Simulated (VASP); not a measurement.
## ZnSe (Stilleite): single point with PBE

The system is ZnSe (Stilleite).

```
CELL_PARAMETERS angstrom
0.00000 2.70462 2.70462
2.70462 0.00000 2.70462
2.70462 2.70462 0.00000
ATOMIC_POSITIONS crystal
Zn 0.00000 0.00000 0.00000
Se 0.25000 0.25000 0.25000
```

This cell differs from its parent crystal: volume scaled by 0.840.

- Program: VASP 6.6.1
- Task: single point
- Functional: PBE
- Potentials or basis: VASP PAW PBE potentials, release 64 (Zn, Se)
- Cutoff: 520 eV
- k mesh: 8 × 8 × 8
- Occupations: gaussian, width 0.05 eV
- Spin: no spin polarisation

```json
{
 "Pressure": "15.1 GPa",
 "Band gap on the k mesh": "1.89 eV, direct"
}
```

Levels at points of the mesh, in eV from the valence-band top:
| k point | band 6 | band 7 | band 8 | band 9 | band 10 | band 11 | band 12 | band 13 |
| --- | --- | --- | --- | --- | --- | --- | --- | --- |
| (0.00, 0.00, 0.00) | -6.65 | 0.00 | 0.00 | 0.00 | 1.89 | 5.72 | 5.72 | 5.72 |
| (0.50, 0.00, 0.00) | -6.45 | -6.20 | -1.09 | -1.09 | 2.78 | 6.31 | 6.31 | 8.86 |
| (0.50, 0.50, 0.00) | -6.42 | -5.39 | -2.74 | -2.74 | 2.62 | 3.38 | 11.86 | 12.24 |

Run time: 28 s on 1 thread of Intel Xeon 8259CL, on a shared host, peak memory 0.16 GiB.
